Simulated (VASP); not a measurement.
## AlP (zincblende type): single point with LDA

Crystal: AlP (zincblende type).

```
CELL_PARAMETERS angstrom
0.00000 2.52193 2.52193
2.52193 0.00000 2.52193
2.52193 2.52193 0.00000
ATOMIC_POSITIONS crystal
Al 0.00000 0.00000 0.00000
P 0.25000 0.25000 0.25000
```

This cell differs from its parent crystal: volume scaled by 0.8.

| Property | Result |
| --- | --- |
| Program | VASP 6.6.1 |
| Task | single point |
| Functional | LDA |
| Potentials or basis | VASP PAW LDA potentials, release 64 (Al, P) |
| Cutoff | 500 eV |
| k mesh | 12 × 12 × 12 |
| Occupations | fermi-dirac, width 0.05 eV |
| Spin | no spin polarisation |

```
Pressure               : 31.7 GPa
Band gap on the k mesh : 0.88 eV, indirect (least direct gap 3.52 eV)
```

Levels at points of the mesh, in eV from the valence-band top:
```csv
k point,band 1,band 2,band 3,band 4,band 5,band 6,band 7,band 8
"(0.00, 0.00, 0.00)",-13.04,0.00,0.00,0.00,4.78,4.78,4.78,5.24
"(0.50, 0.00, 0.00)",-10.68,-6.78,-0.90,-0.90,3.57,4.72,4.72,8.66
"(0.50, 0.50, 0.00)",-9.74,-6.26,-2.64,-2.64,0.88,2.17,12.72,12.72
```

Wall time 42 s on 1 thread of Intel Xeon 8259CL, with other jobs on the host, peak memory 0.15 GiB.

 A k mesh can miss the band edges.
